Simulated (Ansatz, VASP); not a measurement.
## HfN in VASP and in Ansatz

File INCAR:

```
  PREC = Accurate
  ENCUT = 520
  EDIFF = 1E-6
  ISMEAR = 0
  SIGMA = 0.15
  LREAL = False
  LASPH = True
  NELM = 60
  ALGO = Normal
  ISIF = 2
  LWAVE = False
  LCHARG = False
  NBANDS = 14
```

Contents of KPOINTS:

```
Automatic mesh
0
Gamma
  16 16 16
```

Contents of POSCAR:

```
HfN
1.0
    0.0000000000      2.4548220000      2.5775631000
    2.4548220000      0.0000000000      2.5775631000
    2.4548220000      2.4548220000      0.0000000000
Hf N
1 1
Direct
    0.0000000000      0.0000000000      0.0000000000
    0.7500000000      0.7500000000      0.7500000000
```

Input for Ansatz:

```yaml
crystal:
  lattice:
    - [0.0, 2.454822, 2.5775631]
    - [2.454822, 0.0, 2.5775631]
    - [2.454822, 2.454822, 0.0]
  atoms:
    - { symbol: Hf, position: [0.0, 0.0, 0.0] }
    - { symbol: "N", position: [0.75, 0.75, 0.75] }
basis:
  ecutwfc: 420
kpoints:
  mp_grid: { grid: [16, 16, 16] }
hamiltonian:
  xc: lda
scf:
  occupations: { method: gaussian, width: 0.15 }
output:
  forces: true
  stress: true
  eigenvalues: true
```

Change from the starting cell: strain +0.000 along x and y, +0.050 along z, atoms carried along.

Alike in both runs: task single point; functional LDA; k mesh 16 × 16 × 16; occupations gaussian, width 0.15 eV; no spin polarisation.

|  | VASP | Ansatz |
| --- | --- | --- |
| version | VASP 6.6.1 | Ansatz 0.2.0 |
| potentials or method | VASP PAW LDA potentials, release 64 (Hf_pv, N), cutoff 520 eV | scalar-relativistic, plane waves, PAW |
| valence electrons in the cell | 15 | 31 |

```tsv
	VASP	Ansatz	Ansatz less VASP
gap on the k mesh at the Fermi level (eV)	none	none	-
pressure (GPa)	-17.8	-17.3	+0.47
traceless stress, the component that is largest in VASP (GPa)	-5.32	-5.33	-0.008
```

LDA's correlation is that of Perdew and Zunger in VASP and of Perdew and Wang (1992) in Ansatz. A gap of «none» marks a metal or a gap that the smearing closes. VASP's potentials hold 15 valence electrons a cell and Ansatz's 31, so a difference there can come from the potentials and not from the codes.

Neither program's run includes spin-orbit coupling.
